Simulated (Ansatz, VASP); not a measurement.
MnSb in VASP and in Ansatz

The input INCAR:

```
PREC     = Accurate       # precision mode
ENCUT    = 680            # plane-wave cutoff, eV
EDIFF    = 1E-6           # SCF threshold, eV
ISMEAR   = -1             # smearing method
SIGMA    = 0.05           # smearing width, eV
LREAL    = F              # projectors in reciprocal space
LASPH    = T              # aspherical terms in the spheres
NELM     = 200            # most SCF steps
ALGO     = Normal         # electronic algorithm
ISIF     = 2              # what is computed and relaxed
LWAVE    = F              # write WAVECAR
LCHARG   = F              # write CHGCAR
ISPIN    = 2              # spin polarisation
MAGMOM   = 0 0 4 4        # initial moments
LORBIT   = 11             # projections on sites
LMAXMIX  = 4              # l up to which the mixer works
GGA      = CA             # functional
NBANDS   = 42             # bands
GGA_COMPAT= F
```

Contents of KPOINTS:

```
regular mesh
0
Gamma
  7 7 5
```

The input POSCAR:

```
MnSb
1.0
    4.1221468118      0.0000000000      0.0000000000
   -2.0610734059      3.5698838571      0.0000000000
    0.0000000000      0.0000000000      5.7412068848
Sb Mn
2 2
Direct
    0.6666666667      0.3333333333      0.7500000000
    0.3333333333      0.6666666667      0.2500000000
    0.0000000000      0.0000000000      0.5000000000
    0.0000000000      0.0000000000      0.0000000000
```

Contents of input.yaml:

```yaml
crystal:
  lattice:
    - [4.1221468118, 0.0, 0.0]
    - [-2.0610734059, 3.5698838571, 0.0]
    - [0.0, 0.0, 5.7412068848]
  atoms:
    - { symbol: Sb, position: [0.6666666667, 0.3333333333, 0.75] }
    - { symbol: Sb, position: [0.3333333333, 0.6666666667, 0.25] }
    - { symbol: Mn, position: [0.0, 0.0, 0.5], spin: 4.0 }
    - { symbol: Mn, position: [0.0, 0.0, 0.0], spin: 4.0 }
hamiltonian:
  xc: lda
  pseudopotentials: { kind: paw }
magnetization:
  spin_polarized: true
kpoints:
  mp_grid: { grid: [7, 7, 5] }
scf:
  occupations: { method: fermi_dirac, width: 0.05 }
output:
  forces: true
  stress: true
  eigenvalues: true
  write_density: true
  write_potential: true
  elf: true
  volumetric_format: npy
```

Alike in both runs: task single point; functional LDA; k mesh 7 × 7 × 5; occupations fermi-dirac, width 0.05 eV; collinear spin.

|  | VASP | Ansatz |
| --- | --- | --- |
| version | VASP 6.6.1 | Ansatz 0.2.0 |
| potentials or method | VASP PAW LDA potentials, release 64 (Sb_d_GW, Mn_sv) | Ansatz PAW |
| plane-wave cutoff (eV) | 680 | 420 |
| valence electrons in the cell | 60 | 60 |

|  | VASP | Ansatz | Ansatz less VASP |
| --- | --- | --- | --- |
| gap on the k mesh at the Fermi level (eV) | none | none | - |
| pressure (GPa) | -10.8 | -9.9 | +0.87 |
| traceless stress, the component that is largest in VASP (GPa) | -0.86 | -0.84 | +0.016 |
| net moment per atom (μB) | 1.57 | 1.60 | +0.034 |
| size of the moment on the site where the two differ most (μB) | 2.99 | 3.24 | +0.250 |

LDA's correlation is that of Perdew and Zunger in VASP and of Perdew and Wang (1992) in Ansatz. Site moments also hang on the region over which each program counts them. A gap of «none» marks a metal or a gap that the smearing closes.

Neither program's run includes spin-orbit coupling.
